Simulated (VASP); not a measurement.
Ge:

```xyz
8
Lattice="4.0031 0.0000 0.0000 -2.0016 3.4668 0.0000 0.0000 0.0000 13.1567" Properties=species:S:1:pos:R:3 pbc="T T T"
Ge    0.0000    2.3112    2.0517
Ge    2.0016    1.1556   11.1050
Ge    2.0016    1.1556    8.6300
Ge    0.0000    2.3112    4.5267
Ge    0.0000    0.0000    1.2255
Ge    0.0000    0.0000   11.9312
Ge    0.0000    0.0000    7.8039
Ge    0.0000    0.0000    5.3528
```

This isn't the form of Ge at room conditions, which is diamond.

Base run:

| Quantity | Value |
| --- | --- |
| Program | VASP 6.6.1 |
| Functional | PBEsol |
| Potentials or basis | VASP PAW PBE potentials, release 64 (Ge_d) |
| Cutoff | 520 eV |
| k mesh | 8 × 8 × 2 |
| Occupations | fermi-dirac, width 0.05 eV |
| Spin | no spin polarisation |

Its results: band gap on the k mesh 0.05 eV; pressure -0.1 GPa; largest force 0.006 eV/Å.

Task: The run is repeated on the same cell with these changes: functional from PBEsol to r2SCAN. What comes out?

Result: Band gap on the k mesh 0.26 eV; pressure 0.0 GPa; largest force 0.017 eV/Å.

Caveats: semilocal functionals underestimate gaps, and a narrow one can read as zero; the PAW data sets were made with another functional, which shifts forces and pressure a little.

A k mesh can miss the band edges.
